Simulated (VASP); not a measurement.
# SiC (P6_3mc) in VASP: further runs, part 2 of 2

VASP 6.6.1. The steps go on from the part before.

## 3. Single point, r2SCAN

This run uses another cell than the first one, of 9.93 Å³/atom.

POSCAR reads:

```
SiC
1.0
    3.0344273363      0.0000000000      0.0000000000
   -1.5172136681      2.6278870731      0.0000000000
    0.0000000000      0.0000000000      4.9797754205
Si C
2 2
Direct
    0.3333333333      0.6666666667      0.0000000000
    0.6666666667      0.3333333333      0.5000000000
    0.3333333333      0.6666666667      0.3850000000
    0.6666666667      0.3333333333      0.8850000000
```

INCAR.step1 reads:

```
SYSTEM = SiC
PREC = Accurate ; ENCUT = 520
ISMEAR = 0 ; SIGMA = 0.01
LREAL = .False. ; LASPH = .True.
NELM = 60 ; NBANDS = 16
GGA = PE ; ALGO = Normal
EDIFF = 1E-4 ; LWAVE = .True.
LCHARG = .False.
```

INCAR.step2 reads:

```
SYSTEM = SiC
PREC = Accurate ; ENCUT = 520
EDIFF = 1E-7 ; ISMEAR = 0
SIGMA = 0.01 ; LREAL = .False.
LASPH = .True. ; NELM = 60
ALGO = Normal ; ISIF = 2
LWAVE = .False. ; LCHARG = .False.
METAGGA = R2SCAN ; LMIXTAU = .True.
NBANDS = 16 ; ISTART = 1
```

KPOINTS reads:

```
regular mesh
0
Gamma
  12 12 4
  0 0 0
```

Potentials or basis: VASP PAW PBE potentials, release 64 (Si, C).

Run with:

```bash
$ cat potpaw_PBE.64/Si/POTCAR potpaw_PBE.64/C/POTCAR > POTCAR
$ cp INCAR.step1 INCAR
$ mpirun -np 1 vasp_std > vasp.out
$ cp INCAR.step2 INCAR
$ mpirun -np 1 vasp_std > vasp.out
```

OUTCAR:

```text
SYSTEM = SiC
   PREC = Accurate
   ENCUT = 520
   EDIFF = 1E-7
   ISMEAR = 0
   LREAL = .False.
   LASPH = .True.
   NELM = 60
   ISIF = 2
   METAGGA = R2SCAN
   ISTART = 1

 ion  position               nearest neighbor table
   1  0.333  0.667  0.000-   4 1.84   4 1.84   4 1.84   3 1.92   2 3.04   2 3.04   2 3.04   2 3.04
                             2 3.04   2 3.04
   2  0.667  0.333  0.500-   3 1.84   3 1.84   3 1.84   4 1.92   1 3.04   1 3.04   1 3.04   1 3.04
                             1 3.04   1 3.04
   3  0.333  0.667  0.385-   2 1.84   2 1.84   2 1.84   1 1.92
   4  0.667  0.333  0.885-   1 1.84   1 1.84   1 1.84   2 1.92

  LATTYP: Found a hexagonal cell.
 ALAT       =     3.0344273363
 C/A-ratio  =     1.6410923277

  Lattice vectors:

 A1 = (   3.0344273363,   0.0000000000,   0.0000000000)
 A2 = (  -1.5172136681,   2.6278870731,   0.0000000000)
 A3 = (   0.0000000000,   0.0000000000,   4.9797754205)

Analysis of symmetry for initial positions (statically):
=====================================================================
 Subroutine PRICEL returns:
 Original cell was already a primitive cell.

 Routine SETGRP: Setting up the symmetry group for a
 hexagonal supercell.
[... 171 lines left out ...]

  energy without entropy =      -38.55079091  energy(sigma->0) =      -38.55079091

 E-fermi :   8.9005     XC(G=0): -12.1101

 val. band max:        8.7707772545   @ k =   0.0000   0.0000   0.0000
 cond. band min:      11.4081467578   @ k =   0.3333   0.3333   0.0000
 fundamental gap:      2.6373695032
 Fermi energy:         8.9004745813

 k-point     1 :       0.0000    0.0000    0.0000
  band No.  band energies     occupation
      1      -8.0834      2.00000
      2      -4.3586      2.00000
      3      -0.4699      2.00000
      4       7.1053      2.00000
      5       7.1053      2.00000
      6       8.4759      2.00000
[... 433 lines left out ...]
      3       1.0455      2.00000
      4       2.9834      2.00000
      5       3.4345      2.00000
      6       5.6058      2.00000
[... 8 lines left out ...]
     15      21.5483      0.00000
     16      21.6315      0.00000

 [... further k-points ...]
[... 5 lines left out ...]
  --------------------------------------------------------------------------------------
  -------------------------------------------------------------------------------------
  Total        2.9757649      2.9757557      1.5078780      0.0000000      0.0000000      0.0000000
  in kB      120.0648834    120.0645100     60.8392127      0.0000000      0.0000000      0.0000000
  external PRESSURE =     100.3228687 kB  Pullay stress =       0.0000000 kB

 VOLUME and BASIS-vectors are now :
 -----------------------------------------------------------------------------
  energy-cutoff  :      520.00
  volume of cell :       39.71
      direct lattice vectors                 reciprocal lattice vectors
     3.034427336  0.000000000  0.000000000     0.329551474  0.190266928  0.000000000
    -1.517213668  2.627887073  0.000000000     0.000000000  0.380533856  0.000000000
     0.000000000  0.000000000  4.979775421     0.000000000  0.000000000  0.200812269

 POSITION                                       TOTAL-FORCE (eV/Angst)
 -----------------------------------------------------------------------------------
     -0.00000      1.75192      0.00000        -0.000000      0.000000      0.836473
      1.51721      0.87596      2.48989        -0.000000      0.000000      0.836473
     -0.00000      1.75192      1.91721         0.000000     -0.000000     -0.836473
      1.51721      0.87596      4.40710        -0.000000     -0.000000     -0.836473
 -----------------------------------------------------------------------------------
    total drift:                                0.000000      0.000000      0.000435

  FREE ENERGIE OF THE ION-ELECTRON SYSTEM (eV)
  ---------------------------------------------------
  free  energy   TOTEN  =       -38.5507909057 eV

  energy  without entropy=      -38.5507909057  energy(sigma->0) =      -38.55079091
```

OUTCAR.step1:

```text
SYSTEM = SiC
   PREC = Accurate
   ENCUT = 520
   ISMEAR = 0
   LREAL = .False.
   LASPH = .True.
   NELM = 60
[... 689 lines left out ...]
      1.51721      0.87596      2.48989         0.000000      0.000000      0.817099
     -0.00000      1.75192      1.91721         0.000000     -0.000000     -0.817099
      1.51721      0.87596      4.40710         0.000000      0.000000     -0.817099
 -----------------------------------------------------------------------------------
    total drift:                                0.000000      0.000000      0.001585

  FREE ENERGIE OF THE ION-ELECTRON SYSTEM (eV)
  ---------------------------------------------------
  free  energy   TOTEN  =       -29.9797985416 eV

  energy  without entropy=      -29.9797985416  energy(sigma->0) =      -29.97979854
```

It took 3.1 min on 1 thread of Intel Xeon 8259CL, shared host; peak memory 0.18 GiB.

What came out:

```
Free energy            : -38.5508 eV
Pressure               : 10.0 GPa
Largest force          : 0.836 eV/Å
Band gap on the k mesh : 2.64 eV (least direct gap 4.69 eV)
```

Forces in eV/Å, atoms in the order of the input:
```
Si   0.000  0.000  0.836
Si   0.000  0.000  0.836
C    0.000  0.000 -0.836
C    0.000  0.000 -0.836
```

Caveat: the cell stands under pressure; the PAW data sets were made with another functional, which shifts forces and pressure a little. r2SCAN opens gaps a little over a GGA but as a rule still falls short of measured ones.
